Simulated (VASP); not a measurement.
A run of VASP 6.6.1:

Contents of INCAR:

```
SYSTEM = SnO2
PREC = Accurate
ENCUT = 600
EDIFF = 1E-7
ISMEAR = 0
SIGMA = 0.01
LREAL = .False.
LASPH = .True.
NELM = 80
ALGO = Normal
ISIF = 3
LWAVE = .False.
LCHARG = .False.
GGA = PS
IBRION = 2
NSW = 80
EDIFFG = -0.05
```

The input KPOINTS:

```
Automatic mesh
0
Gamma
  6 4 6
  0 0 0
```

POSCAR

```
SnO2
1.0
    4.7880040000      0.0000000000      0.0000000000
    0.0000000000      4.8665820000      0.0000000000
    0.0000000000      0.0000000000      3.2408980000
Sn O
2 4
Direct
    0.5000000000      0.5000000000      0.5000000000
    0.0000000000      0.0000000000      0.0000000000
    0.2918550000      0.3210420000      0.0000000000
    0.7918550000      0.1789580000      0.5000000000
    0.2081450000      0.8210420000      0.5000000000
    0.7081450000      0.6789580000      0.0000000000
```

Potentials or basis: VASP PAW PBE potentials, release 64 (Sn_d, O).

The run is started by

```sh
$ cat potpaw_PBE.64/Sn_d/POTCAR potpaw_PBE.64/O/POTCAR > POTCAR
$ mpirun -np 1 vasp_std > vasp.out
```

Hardware: 1 thread of Intel(R) Xeon(R) Platinum 8375C CPU @ 2.90GHz (Ice Lake) (shared host).

How long does it take, and how much memory?

Wall time 17 min on 1 thread of Intel(R) Xeon(R) Platinum 8375C CPU @ 2.90GHz (Ice Lake), on a shared host, peak memory 0.28 GiB. Counts: scf iterations 128, k points 48, ion steps 15.
